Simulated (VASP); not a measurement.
Set up this calculation in VASP 6.6.1, as the native input.

```yaml
Task: single point
Functional: LDA
Potentials_or_basis: VASP PAW LDA potentials, release 64 (Pt, Se)
Cutoff: 520 eV
k_mesh: 10 × 10 × 6
Occupations: fermi-dirac, width 0.1 eV
Spin: no spin polarisation
Dipole_correction: no
Further_INCAR_settings: ALGO = Normal; EDIFF = 1e-06; NBANDS = 18
```

The structure of PtSe2 (Sudovikovite) lies in POSCAR:

```
PtSe2
1.0
    3.7427146299      0.0000000000      0.0000000000
   -1.8713573150      3.2412859486      0.0000000000
    0.0000000000      0.0000000000      4.7606813105
Pt Se
1 2
Direct
    0.0000000000      0.0000000000      0.0000000000
    0.3333333333      0.6666666667      0.2644564469
    0.6666666667      0.3333333333      0.7355435531
```

One way to write it, as run:

INCAR

```
PREC = Accurate ; ENCUT = 520
EDIFF = 1E-6 ; ISMEAR = -1
SIGMA = 0.1 ; LREAL = F
LASPH = T ; NELM = 60
ALGO = Normal ; ISIF = 2
LWAVE = F ; LCHARG = T
GGA = CA ; LELF = T
LVHAR = T ; NBANDS = 18
```

KPOINTS

```
regular mesh
0
Gamma
  10 10 6
```

Potentials or basis: VASP PAW LDA potentials, release 64 (Pt, Se).

The run is started by

```sh
$ cat potpaw_LDA.64/Pt/POTCAR potpaw_LDA.64/Se/POTCAR > POTCAR
$ mpirun -np 1 vasp_std > vasp.out
```

Results of the run:

```json
{
  "Pressure": "0.4 GPa",
  "Largest force": "0.050 eV/Å",
  "Band gap on the k mesh": "zero (band 11 reaches 7.93 eV, above the bottom of band 12 at 7.07 eV)"
}
```

Caveat: spin-orbit coupling is left out, which moves the levels of the heavy elements.

It took 32 s on 1 thread of Intel(R) Xeon(R) Platinum 8488C (Sapphire Rapids), with other jobs on the host, peak memory 0.2 GiB.
